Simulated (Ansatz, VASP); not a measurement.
# Two plane-wave programs on Cd

```
Cd
1.0
     2.88186    0.00000    0.00000
    -1.44093    2.49577    0.00000
     0.00000    0.00000    5.63837
Cd
2
Direct
  0.33333 0.66667 0.25000
  0.66667 0.33333 0.75000
```

Alike in both runs: task single point; functional LDA; k mesh 13 × 13 × 6; occupations fermi-dirac, width 0.6 eV; no spin polarisation.

```csv
,VASP,Ansatz
version,VASP 6.6.1,Ansatz 0.2.0
potentials or method,"VASP PAW LDA potentials, release 64 (Cd), cutoff 520 eV","plane waves (420 eV) with PAW, scalar-relativistic"
valence electrons in the cell,24,40
```

```tsv
	VASP	Ansatz	Ansatz less VASP
pressure (GPa)	2.5	1.8	-0.70
traceless stress, the component that is largest in VASP (GPa)	-2.32	-1.97	+0.349
```

Ansatz warns that its potentials were made for another functional, while VASP's fit it. LDA's correlation is that of Perdew and Zunger in VASP and of Perdew and Wang (1992) in Ansatz. VASP's potentials hold 24 valence electrons a cell and Ansatz's 40, so a difference there can come from the potentials and not from the codes.
